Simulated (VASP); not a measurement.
Write the native input for VASP 6.6.1 that does the following.

```
Task                   : single point
Functional             : PBE
Potentials or basis    : VASP PAW PBE potentials, release 64 (Rh_pv)
Cutoff                 : 520 eV
k mesh                 : 13 × 13 × 1
Occupations            : fermi-dirac, width 0.05 eV
Spin                   : no spin polarisation
Dipole correction      : yes
Further INCAR settings : ALGO = Normal; EDIFF = 1e-07; NBANDS = 22
```

The structure of Rh lies in POSCAR:

```
Rh
1.0
    2.6588071601      0.0000000000      0.0000000000
   -0.8862690534      2.5067474304      0.0000000000
    0.0000000000      0.0000000000     18.1709000000
Rh
2
Direct
    0.2500000000      0.2500000000      0.4435143558
    0.7500000000      0.7500000000      0.5564856442
```

One way to write it, as run:

INCAR

```
ALGO = Normal
DIPOL = 0.5 0.5 0.500
EDIFF = 1E-7
ENCUT = 520
GGA = PE
IDIPOL = 3
ISIF = 2
ISMEAR = -1
LASPH = True
LCHARG = False
LDIPOL = True
LREAL = False
LWAVE = False
NBANDS = 22
NELM = 80
PREC = Accurate
SIGMA = 0.05
```

KPOINTS

```
k-points
0
Gamma
  13 13 1
```

Potentials or basis: VASP PAW PBE potentials, release 64 (Rh_pv).

Run with:

```console
$ cat potpaw_PBE.64/Rh_pv/POTCAR > POTCAR
$ mpirun -np 1 vasp_std > vasp.out
```

It gave:

```yaml
Largest_force: 0.005 eV/Å
Band_gap_on_the_k_mesh: zero (band 15 reaches -0.15 eV, above the bottom of band 16 at -2.09 eV)
```

Wall time 73 s on 1 thread of Intel(R) Xeon(R) 6975P-C (Granite Rapids), on a shared host, peak memory 0.27 GiB.
